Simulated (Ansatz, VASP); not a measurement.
Hg: VASP beside Ansatz

```
Hg
1.0
    -1.92133    1.83599    1.91699
     1.87238   -1.90749    1.93908
     1.89642    1.88259   -1.98700
Hg
1
Direct
  0.52251 0.53536 0.05728
```

Alike in both runs: functional revPBE; k mesh 8 × 8 × 8; occupations methfessel-paxton of order 1, width 0.01 eV; collinear spin.

|  | VASP | Ansatz |
| --- | --- | --- |
| version | VASP 6.6.1 | Ansatz 0.2.0 |
| potentials or method | VASP PAW PBE potentials, release 64 (Hg) | Ansatz PAW |
| plane-wave cutoff (eV) | 520 | 420 |
| valence electrons in the cell | 12 | 20 |
| task | single point | atomic charges |

```tsv
	VASP	Ansatz	Ansatz less VASP
gap on the k mesh at the Fermi level (eV)	none	none	-
pressure (GPa)	3.1	3.0	-0.13
traceless stress, the component that is largest in VASP (GPa)	0.41	0.39	-0.025
```

VASP's potentials were made for PBE, not for revPBE. A gap of «none» marks a metal or a gap that the smearing closes. VASP's potentials hold 12 valence electrons a cell and Ansatz's 20, so a difference there can come from the potentials and not from the codes.

Neither program's run includes spin-orbit coupling.
